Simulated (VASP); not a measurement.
Write the native input for VASP 6.6.1 that does the following.

```
Task                   : single point
Functional             : PBE
Potentials or basis    : VASP PAW PBE potentials, release 64 (Pt)
Cutoff                 : 520 eV
k mesh                 : 17 × 17 × 17
Occupations            : fermi-dirac, width 0.05 eV
Spin                   : no spin polarisation
Dipole correction      : no
Further INCAR settings : ALGO = Normal; EDIFF = 1e-07; NBANDS = 11
```

The structure of Pt lies in POSCAR:

```
Pt
1.0
    2.2642213331      0.0000000000      0.0000000000
    0.0000000000      2.2642213331      0.0000000000
    0.0000000000      0.0000000000      2.2642213331
Pt
1
Direct
    0.0000000000      0.0000000000      0.0000000000
```

This isn't the form of Pt at room conditions, which is fcc.

One way to write it, as run:

INCAR

```
PREC     = Accurate       # precision mode
ENCUT    = 520            # plane-wave cutoff, eV
EDIFF    = 1E-7           # SCF threshold, eV
ISMEAR   = -1             # smearing method
SIGMA    = 0.05           # smearing width, eV
LREAL    = F              # projectors in reciprocal space
LASPH    = T              # aspherical terms in the spheres
NELM     = 100            # most SCF steps
ALGO     = Normal         # electronic algorithm
ISIF     = 2              # what is computed and relaxed
LWAVE    = F              # write WAVECAR
LCHARG   = F              # write CHGCAR
GGA      = PE             # functional
NBANDS   = 11             # bands
```

KPOINTS

```
Automatic mesh
0
Gamma
  17 17 17
```

Potentials or basis: VASP PAW PBE potentials, release 64 (Pt).

Run with:

```bash
$ cat potpaw_PBE.64/Pt/POTCAR > POTCAR
$ mpirun -np 1 vasp_std > vasp.out
```

It gave:

* Pressure: 257.7 GPa
* Band gap on the k mesh: zero (bands 5 and 6 overlap by 6.20 eV)

Caveat: the cell stands under pressure; spin-orbit coupling is left out, which moves the levels of the heavy elements.

Run time: 30 s on 1 thread of Intel Xeon 8259CL, on a shared host, peak memory 0.13 GiB.
